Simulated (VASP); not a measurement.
Crystal: Lu.

```xyz
2
Lattice="3.4316 0.0000 0.0000 -1.7158 2.9718 0.0000 0.0000 0.0000 5.4376" Properties=species:S:1:pos:R:3 pbc="T T T"
Lu    1.7158    0.9906    4.0782
Lu    0.0000    1.9812    1.3594
```

Base run:

| Quantity | Value |
| --- | --- |
| Program | VASP 6.6.1 |
| Functional | PBEsol |
| Potentials or basis | VASP PAW PBE potentials, release 64 (Lu) |
| Cutoff | 520 eV |
| k mesh | 9 × 9 × 5 |
| Occupations | fermi-dirac, width 0.05 eV |
| Spin | no spin polarisation |

Its results: band gap on the k mesh zero (bands 25 and 26 overlap by 1.47 eV); pressure -0.2 GPa.

**Question.** The run is repeated on the same cell with these changes: functional from PBEsol to r2SCAN; further incar settings from ALGO = Normal; EDIFF = 1e-07; NBANDS = 32 to ALGO = Normal; EDIFF = 1e-06; NBANDS = 32. What comes out?

**Answer.** Band gap on the k mesh zero (bands 25 and 26 overlap by 1.64 eV); pressure 2.8 GPa.

Caveats: the PAW data sets were made with another functional, which shifts forces and pressure a little; spin-orbit coupling is left out, which moves the levels of the heavy elements.
